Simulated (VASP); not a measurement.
Input of a VASP 6.6.1 run:

The input INCAR:

```
SYSTEM = H14CO8
  ALGO = Normal
  EDIFF = 1E-6
  ENCUT = 520
  GGA = PS
  GGA_COMPAT = .False.
  ISIF = 2
  ISMEAR = -1
  LASPH = .True.
  LCHARG = .False.
  LREAL = .False.
  LWAVE = .False.
  NBANDS = 50
  NELM = 120
  PREC = Accurate
  SIGMA = 0.02
```

File KPOINTS:

```
k-points
0
Gamma
  1 1 1
  0 0 0
```

The input POSCAR:

```
H14CO8
1.0
    6.8105660000      0.0000000000      0.0000000000
    0.0000000000      6.8105660000      0.0000000000
    0.0000000000      0.0000000000      6.8105660000
O H C
8 14 1
Direct
    0.6039439307      0.0827537682      0.5179892538
    0.2711668898      0.8369788943      0.3204138981
    0.3011497135      0.5080194510      0.0170764075
    0.1005643290      0.1430277601      1.0039400543
    0.8738627597      0.4618705699      0.5018966118
    0.2181022840      1.0734496957      0.6411801897
    0.6281122597      0.9473515123      0.1790893738
    0.8643040828      0.7668672472      0.0201745347
    0.4664370039      0.1405463217      0.5665461578
    0.5814494713     -0.0044636525      0.3359045342
    0.1530416121      0.8331319306      0.2370287580
    0.3379307975      0.7680272095      0.1975019404
    0.3568279053      0.5242882897     -0.1054391074
    0.1531443936      0.5559743493     -0.0124806073
    0.2100559630      0.2485402828      1.0541561450
    0.1521899942      0.1592965988      0.7348287940
    1.0105621177      0.4407269528      0.4539710796
    0.9080008916      0.4304634886      0.6399468121
    0.5869409385      0.9830313663      0.6319151742
    0.1233818158      0.9611976450      0.5874988951
    0.0146683844      1.1851291067      0.1192852400
    0.9149900317      0.9242256811      0.2949534591
    0.8057626929      0.8644949627      0.1635106392
```

Potentials or basis: VASP PAW PBE potentials, release 64 (O, H, C).

Launch:

```sh
$ cat potpaw_PBE.64/O/POTCAR potpaw_PBE.64/H/POTCAR potpaw_PBE.64/C/POTCAR > POTCAR
$ mpirun -np 1 vasp_gam > vasp.out
```

Problem. Predict the pressure.

Solution. -4.4 GPa.

Problem. What does it give for the largest force?

Solution. 5.128 eV/Å.

Forces in eV/Å, atoms in the order of the input:
```
O   -2.909 -0.666  3.028
O    0.477 -1.784 -3.145
O   -4.614  0.700  2.125
O    1.127  3.250  3.093
O    1.801 -0.385  0.670
O   -0.897 -1.760 -1.641
O    0.718 -1.072  0.648
O   -0.386  0.564  1.609
H    1.216 -0.478 -1.517
H    1.257 -0.078 -1.012
H   -0.889  0.707  0.692
H    0.329  0.857  2.401
H    1.668  0.338 -2.809
H    2.747 -0.747  0.823
H   -1.248 -1.859 -1.669
H   -0.613 -0.605  0.545
H   -0.809  0.323 -0.453
H   -0.927  0.176 -0.238
H    1.029  0.643 -1.732
H    2.033  2.521  1.190
H    0.072 -0.949 -1.469
H   -1.228 -1.090 -1.364
C    0.045  1.394  0.226
```

Caveat: the k points lie up to 0.92 Å⁻¹ apart; the PAW data sets were made with another functional, which shifts forces and pressure a little.
